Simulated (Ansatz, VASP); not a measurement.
## W: VASP and Ansatz over several settings

```
W
1.0
     0.00000    2.03000    2.03000
     2.03000    0.00000    2.03000
     2.03000    2.03000    0.00000
W
1
Direct
  0.00000 0.00000 0.00000
```

Single points on this cell with VASP 6.6.1 and Ansatz 0.2.0. Each row is one pair of runs. Alike in all rows: spin: off; k mesh: 6 × 6 × 6; smearing: fermi-dirac, width 0.05 eV; VASP's potentials, cutoff: VASP PAW PBE potentials, release 64 (W_sv), 520 eV.

```csv
level,"Ansatz's potentials, cutoff","gap on the k mesh at the Fermi level (eV), VASP","gap on the k mesh at the Fermi level (eV), Ansatz","pressure (GPa), VASP","pressure (GPa), Ansatz"
r2SCAN0,"Ansatz PAW, 500 eV",none,none,-12.2,-11.8
r2SCANh,"Ansatz PAW, 500 eV",none,?,-8.4,?
HSE06,"Ansatz PAW, 420 eV",none,none,-9.5,-9.1
```

Problem. Fill in what Ansatz gave in row 2.

Solution. gap on the k mesh at the Fermi level (eV): none; pressure (GPa): -8.7.

A gap of «none» marks a metal or a gap that the smearing closes.

The k mesh is coarse, so the values compare programs but aren't converged. Neither program's run includes spin-orbit coupling.
